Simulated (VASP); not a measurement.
# SiO2 in VASP: notebook, part 2 of 2

VASP 6.6.1. Earlier steps stand in the parts before.

## Step 4: Single point, PBE+D3(BJ)

The input, INCAR:

```
PREC = Accurate
ENCUT = 520
EDIFF = 1E-6
ISMEAR = 0
SIGMA = 0.1
LREAL = F
LASPH = T
NELM = 60
ALGO = Normal
ISIF = 2
LWAVE = F
LCHARG = F
LDIPOL = T
IDIPOL = 3
DIPOL = 0.5 0.5 0.300
GGA = PE
IVDW = 12
NBANDS = 25
```

The input, KPOINTS:

```
Automatic mesh
0
Gamma
  12 12 1
```

The input, POSCAR:

```
SiO2
1.0
    3.3352742591      0.0000000000      0.0000000000
    0.0000000000      3.3352742591      0.0000000000
    0.0000000000      0.0000000000     29.9813375200
Si O
2 4
Direct
    0.0000000000      0.0000000000      0.2503304777
    0.5000000000      0.5000000000      0.3500430043
    0.0000000000      0.5000000000      0.2495796577
    0.5000000000      0.0000000000      0.2495796577
    0.5000000000      0.0000000000      0.3507938242
    0.0000000000      0.5000000000      0.3507938242
```

Potentials or basis: VASP PAW PBE potentials, release 64 (Si, O).

Run with:

```
$ cat potpaw_PBE.64/Si/POTCAR potpaw_PBE.64/O/POTCAR > POTCAR
$ mpirun -np 1 vasp_std > vasp.out
```

OUTCAR:

```text
PREC = Accurate
   ENCUT = 520
   EDIFF = 1E-6
   ISMEAR = 0
   LREAL = F
   LASPH = T
   NELM = 60
   ISIF = 2
   GGA = PE
   IVDW = 12
 IVDW          = 12

 ion  position               nearest neighbor table
   1  0.000  0.000  0.250-   3 1.67   4 1.67   3 1.67   4 1.67
   2  0.500  0.500  0.350-   5 1.67   6 1.67   5 1.67   6 1.67
   3  0.000  0.500  0.250-   1 1.67   1 1.67
   4  0.500  0.000  0.250-   1 1.67   1 1.67
   5  0.500  0.000  0.351-   2 1.67   2 1.67
   6  0.000  0.500  0.351-   2 1.67   2 1.67

  LATTYP: Found a simple tetragonal cell.
 ALAT       =     3.3352742591
 C/A-ratio  =     8.9891670642

  Lattice vectors:

 A1 = (   3.3352742591,   0.0000000000,   0.0000000000)
 A2 = (   0.0000000000,   3.3352742591,   0.0000000000)
 A3 = (   0.0000000000,   0.0000000000,  29.9813375200)

Analysis of symmetry for initial positions (statically):
=====================================================================
 Subroutine PRICEL returns:
 Original cell was already a primitive cell.

 Routine SETGRP: Setting up the symmetry group for a
 simple tetragonal supercell.
[... 190 lines left out ...]
  band No.  band energies     occupation
      1     -23.5133      2.00000
      2     -23.3229      2.00000
      3     -19.8123      2.00000
      4     -19.7232      2.00000
      5     -10.4868      2.00000
      6     -10.4868      2.00000
[... 661 lines left out ...]
     24       6.0341      0.00000
     25       6.4566      0.00000

 [... further k-points ...]

------------------------ aborting loop because EDIFF is reached ----------------------------------------

 vacuum level on the upper side and lower side of the slab       (xc-potential included)        -0.008        -0.008

 Edisp (eV)   -0.69308

 E8    (eV) :    -0.2517

  FORCE on cell =-STRESS in cart. coord.  units (eV):
  Direction    XX          YY          ZZ          XY          YZ          ZX
  --------------------------------------------------------------------------------------
  -------------------------------------------------------------------------------------
  Total       0.16176     0.16176    -0.09465     0.00000     0.00000     0.00000
  in kB       0.77708     0.77708    -0.45469     0.00000     0.00000     0.00000
  external pressure =        0.37 kB  Pullay stress =        0.00 kB

 VOLUME and BASIS-vectors are now :
 -----------------------------------------------------------------------------
  energy-cutoff  :      520.00
  volume of cell :      333.51
      direct lattice vectors                 reciprocal lattice vectors
     3.335274259  0.000000000  0.000000000     0.299825418  0.000000000  0.000000000
     0.000000000  3.335274259  0.000000000     0.000000000  0.299825418  0.000000000
     0.000000000  0.000000000 29.981337520     0.000000000  0.000000000  0.033354082

 POSITION                                       TOTAL-FORCE (eV/Angst)
 -----------------------------------------------------------------------------------
      0.00000      0.00000      7.50524         0.000000      0.000000     -0.001674
      1.66764      1.66764     10.49476        -0.000000      0.000000      0.001674
      0.00000      1.66764      7.48273        -0.000000      0.000000     -0.000106
      1.66764      0.00000      7.48273         0.000000      0.000000     -0.000106
      1.66764      0.00000     10.51727         0.000000      0.000000      0.000106
      0.00000      1.66764     10.51727         0.000000      0.000000      0.000106
 -----------------------------------------------------------------------------------
    total drift:                                0.000000      0.000000      0.000028

  FREE ENERGIE OF THE ION-ELECTRON SYSTEM (eV)
  ---------------------------------------------------
  free  energy   TOTEN  =       -41.5549508945 eV

  energy  without entropy=      -41.5534230321  energy(sigma->0) =      -41.55418696

 vacuum level on the upper side and lower side of the slab         1.769         1.769
```

OSZICAR:

```text
N       E                     dE             d eps       ncg     rms          rms(c)
DAV:   1     0.319212492397E+03    0.31921E+03   -0.12176E+04  1504   0.960E+02
DAV:   2     0.395773016807E+01   -0.31525E+03   -0.29050E+03  2175   0.237E+02
DAV:   3    -0.487887230775E+02   -0.52746E+02   -0.52113E+02  1618   0.115E+02
[... 15 lines left out ...]
DAV:  19    -0.408618534979E+02   -0.31394E-04   -0.18527E-06  1298   0.282E-03    0.588E-04
DAV:  20    -0.408618667406E+02   -0.13243E-04   -0.56333E-07  1052   0.249E-03    0.884E-04
DAV:  21    -0.408618702595E+02   -0.35188E-05   -0.11276E-07  1105   0.188E-03    0.251E-04
DAV:  22    -0.408618719401E+02   -0.16807E-05   -0.19233E-08  1131   0.616E-04    0.210E-04
DAV:  23    -0.408618725289E+02   -0.58879E-06   -0.66381E-09  1208   0.399E-04
   1 F= -.41554951E+02 E0= -.41554187E+02  d E =-.152786E-02
```

Run time: 4.9 min. Hardware: 1 thread of Intel Xeon Platinum 8488C (Sapphire Rapids), shared host; peak memory 0.53 GiB.

Results:

```yaml
Free_energy: -41.5550 eV
Band_gap_on_the_k_mesh: zero (bands 16 and 17 overlap by 0.06 eV)
Dispersion_energy_per_atom: -0.116 eV
```

Levels at points of the mesh, in eV from the Fermi level:
| k point | band 13 | band 14 | band 15 | band 16 | band 17 | band 18 | band 19 | band 20 |
| --- | --- | --- | --- | --- | --- | --- | --- | --- |
| (0.00, 0.00, 0.00) | -1.76 | -1.76 | -1.74 | -1.74 | -0.08 | 0.86 | 3.16 | 3.21 |
| (0.50, 0.00, 0.00) | -3.34 | -3.34 | -3.33 | -3.33 | 3.16 | 3.16 | 3.60 | 3.60 |
| (0.50, 0.50, 0.00) | -3.69 | -3.69 | -0.02 | -0.02 | 0.82 | 0.82 | 4.91 | 4.91 |

## Step 5: Single point, PBE+D3(BJ)

The input, INCAR:

```
SYSTEM = SiO2
PREC = Accurate ; ENCUT = 520
EDIFF = 1E-6 ; ISMEAR = 0
SIGMA = 0.1 ; LREAL = .FALSE.
LASPH = .TRUE. ; NELM = 100
ALGO = Normal ; ISIF = 2
LWAVE = .FALSE. ; LCHARG = .TRUE.
LDIPOL = .TRUE. ; IDIPOL = 3
DIPOL = 0.5 0.5 0.300 ; GGA = PE
IVDW = 12 ; LELF = .TRUE.
LVHAR = .TRUE. ; LVACPOTAV = .TRUE.
NBANDS = 25
```

The input, KPOINTS:

```
Automatic mesh
0
G
  12 12 1
  0 0 0
```

The input, POSCAR:

```
SiO2
1.0
    3.3372041271      0.0000000000      0.0000000000
    0.0000000000      3.3372041271      0.0000000000
    0.0000000000      0.0000000000     29.9813375200
Si O
2 4
Direct
    0.0000000000      0.0000000000      0.2499745473
    0.5000000000      0.5000000000      0.3503989346
    0.0000000000      0.5000000000      0.2492849179
    0.5000000000      0.0000000000      0.2492849179
    0.5000000000      0.0000000000      0.3510885641
    0.0000000000      0.5000000000      0.3510885641
```

Run with:

```
$ cat potpaw_PBE.64/Si/POTCAR potpaw_PBE.64/O/POTCAR > POTCAR
$ mpirun -np 1 vasp_std > vasp.out
```

It took 4.7 min on 1 thread of Intel Xeon Platinum 8488C (Sapphire Rapids), shared host; peak memory 0.53 GiB.

The run converged. Its results:

```
Free energy                : -41.5550 eV
Largest force              : 0.018 eV/Å
Band gap on the k mesh     : zero (bands 16 and 17 overlap by 0.08 eV)
Dispersion energy per atom : -0.115 eV
```

Forces on the atoms (eV/Å):
```
Si   0.000  0.000  0.018
Si   0.000  0.000 -0.018
O    0.000  0.000 -0.001
O    0.000  0.000 -0.001
O    0.000  0.000  0.001
O    0.000  0.000  0.001
```

Levels at points of the mesh, in eV from the Fermi level:
```csv
k point,band 13,band 14,band 15,band 16,band 17,band 18,band 19,band 20
"(0.00, 0.00, 0.00)",-1.75,-1.75,-1.74,-1.74,-0.10,0.84,3.16,3.20
"(0.50, 0.00, 0.00)",-3.33,-3.33,-3.32,-3.32,3.15,3.15,3.60,3.60
"(0.50, 0.50, 0.00)",-3.69,-3.69,-0.02,-0.02,0.82,0.82,4.91,4.91
```

## Step 6: Single point, PBE+D3(BJ), collinear spin, ferromagnetic start

The input, INCAR:

```
SYSTEM = SiO2
PREC = Accurate
ENCUT = 520
EDIFF = 1E-7
ISMEAR = 0
SIGMA = 0.1
LREAL = .False.
LASPH = .True.
NELM = 150
ALGO = Normal
ISIF = 2
LWAVE = .False.
LCHARG = .False.
ISPIN = 2
MAGMOM = 0 0 1 1 1 1
LORBIT = 11
LDIPOL = .True.
IDIPOL = 3
DIPOL = 0.5 0.5 0.300
GGA = PE
IVDW = 12
NBANDS = 29
```

The input, KPOINTS:

```
Automatic mesh
0
Gamma
  6 6 1
  0 0 0
```

POSCAR is that of step 5.

Potentials or basis: VASP PAW PBE potentials, release 64 (Si, O).

Run with:

```
$ cat potpaw_PBE.64/Si/POTCAR potpaw_PBE.64/O/POTCAR > POTCAR
$ mpirun -np 1 vasp_std > vasp.out
```

OUTCAR:

```text
SYSTEM = SiO2
   PREC = Accurate
   ENCUT = 520
   EDIFF = 1E-7
   ISMEAR = 0
   LREAL = .False.
   LASPH = .True.
   NELM = 150
   ISIF = 2
   ISPIN = 2
   LORBIT = 11
   GGA = PE
   IVDW = 12
 IVDW          = 12

 ion  position               nearest neighbor table
   1  0.000  0.000  0.250-   3 1.67   4 1.67   3 1.67   4 1.67
   2  0.500  0.500  0.350-   5 1.67   6 1.67   5 1.67   6 1.67
   3  0.000  0.500  0.249-   1 1.67   1 1.67
   4  0.500  0.000  0.249-   1 1.67   1 1.67
   5  0.500  0.000  0.351-   2 1.67   2 1.67
   6  0.000  0.500  0.351-   2 1.67   2 1.67

  LATTYP: Found a simple tetragonal cell.
 ALAT       =     3.3372041271
 C/A-ratio  =     8.9839687290

  Lattice vectors:

 A1 = (   3.3372041271,   0.0000000000,   0.0000000000)
 A2 = (   0.0000000000,   3.3372041271,   0.0000000000)
 A3 = (   0.0000000000,   0.0000000000,  29.9813375200)

Analysis of symmetry for initial positions (statically):
=====================================================================
 Subroutine PRICEL returns:
 Original cell was already a primitive cell.

 Routine SETGRP: Setting up the symmetry group for a
[... 830 lines left out ...]
  Total       0.07502     0.07502    -0.09786     0.00000     0.00000     0.00000
  in kB       0.35996     0.35996    -0.46957     0.00000     0.00000     0.00000
  external pressure =        0.08 kB  Pullay stress =        0.00 kB

 VOLUME and BASIS-vectors are now :
 -----------------------------------------------------------------------------
  energy-cutoff  :      520.00
  volume of cell :      333.90
      direct lattice vectors                 reciprocal lattice vectors
     3.337204127  0.000000000  0.000000000     0.299652033  0.000000000  0.000000000
     0.000000000  3.337204127  0.000000000     0.000000000  0.299652033  0.000000000
     0.000000000  0.000000000 29.981337520     0.000000000  0.000000000  0.033354082

 POSITION                                       TOTAL-FORCE (eV/Angst)
 -----------------------------------------------------------------------------------
      0.00000      0.00000      7.49457         0.000000      0.000000      0.007541
      1.66860      1.66860     10.50543         0.000000     -0.000000     -0.007541
      0.00000      1.66860      7.47390         0.000000      0.000000     -0.003943
      1.66860      0.00000      7.47390         0.000000      0.000000     -0.003943
      1.66860      0.00000     10.52610        -0.000000      0.000000      0.003943
      0.00000      1.66860     10.52610         0.000000      0.000000      0.003943
 -----------------------------------------------------------------------------------
    total drift:                                0.000000      0.000000      0.000007

  FREE ENERGIE OF THE ION-ELECTRON SYSTEM (eV)
  ---------------------------------------------------
  free  energy   TOTEN  =       -41.5595645376 eV

  energy  without entropy=      -41.5554512718  energy(sigma->0) =      -41.55750790

 vacuum level on the upper side and lower side of the slab         1.784         1.784

 total charge

# of ion       s       p       d       tot
------------------------------------------
    1        0.607   0.876   0.000   1.483
    2        0.607   0.876   0.000   1.483
    3        1.553   3.642   0.000   5.196
    4        1.553   3.642   0.000   5.196
    5        1.553   3.642   0.000   5.196
    6        1.553   3.642   0.000   5.196
--------------------------------------------------
tot          7.428  16.320   0.000  23.748

 magnetization (x)

# of ion       s       p       d       tot
------------------------------------------
    1        0.000   0.000   0.000   0.000
    2        0.000   0.000   0.000   0.000
    3        0.000  -0.000   0.000   0.000
    4        0.000  -0.000   0.000   0.000
    5        0.000  -0.000   0.000   0.000
    6        0.000  -0.000   0.000   0.000
--------------------------------------------------
tot          0.000   0.000   0.000   0.000
```

OSZICAR:

```text
N       E                     dE             d eps       ncg     rms          rms(c)
DAV:   1     0.294698414317E+03    0.29470E+03   -0.12247E+04  1248   0.825E+02
DAV:   2    -0.233534086490E+01   -0.29703E+03   -0.26910E+03  1771   0.211E+02
[... 27 lines left out ...]
DAV:  30    -0.408700494947E+02   -0.43893E-05   -0.11712E-07   986   0.139E-03    0.193E-04
DAV:  31    -0.408700522490E+02   -0.27543E-05   -0.35326E-08   967   0.669E-04    0.903E-05
DAV:  32    -0.408700534135E+02   -0.11645E-05   -0.17836E-08   925   0.398E-04    0.508E-05
DAV:  33    -0.408700537721E+02   -0.35860E-06   -0.37508E-09   927   0.208E-04    0.307E-05
DAV:  34    -0.408700540124E+02   -0.24025E-06   -0.12925E-09   919   0.156E-04    0.230E-05
DAV:  35    -0.408700541111E+02   -0.98785E-07   -0.17979E-11   941   0.939E-05
   1 F= -.41559565E+02 E0= -.41557508E+02  d E =-.411327E-02  mag=     0.0000
```

Wall time 6.2 min (1 thread of Intel Xeon Platinum 8488C (Sapphire Rapids), shared host); peak memory 0.62 GiB.

Results:

```yaml
Free_energy: -41.5596 eV
Largest_force: 0.008 eV/Å
Band_gap_on_the_k_mesh: zero (filled and empty bands overlap)
Net_moment: 0.00 μB per cell
Valence_electrons_inside_the_program's_atomic_spheres: Si 1.48; O 5.20
Dispersion_energy_per_atom: -0.115 eV
```

Forces in eV/Å, atoms in the order of the input:
```
Si   0.000  0.000  0.008
Si   0.000  0.000 -0.008
O    0.000  0.000 -0.004
O    0.000  0.000 -0.004
O    0.000  0.000  0.004
O    0.000  0.000  0.004
```

## Step 7: Summary

| spin | cell | k mesh | gap on the mesh (eV) | moment (μB) | largest force (eV/Å) |
| --- | --- | --- | --- | --- | --- |
| off | a = 3.338, b = 3.338, c = 29.981 Å, 6 atoms, atomic positions A | 6 × 6 × 1 | none | - | 0.01 |
| collinear, ferromagnetic start | a = 3.793, b = 3.793, c = 18.000 Å, 6 atoms, atomic positions B | 4 × 4 × 1 | none | 0.00 | 0.41 |
| off | a = 3.335, b = 3.335, c = 29.981 Å, 6 atoms, atomic positions C | 12 × 12 × 1 | none | - | - |
| off | a = 3.337, b = 3.337, c = 29.981 Å, 6 atoms, atomic positions D | 12 × 12 × 1 | none | - | 0.02 |
| collinear, ferromagnetic start | a = 3.337, b = 3.337, c = 29.981 Å, 6 atoms, atomic positions D | 6 × 6 × 1 | none | 0.00 | 0.01 |

Alike in all rows: task single point; level PBE+D3(BJ); potentials or basis VASP PAW PBE potentials, release 64 (Si, O); cutoff (eV) 520; smearing gaussian 0.1 eV.

Caveats: some runs use coarse meshes.

Total energies depend on the potentials used, so only differences within one code and one set of settings carry meaning.
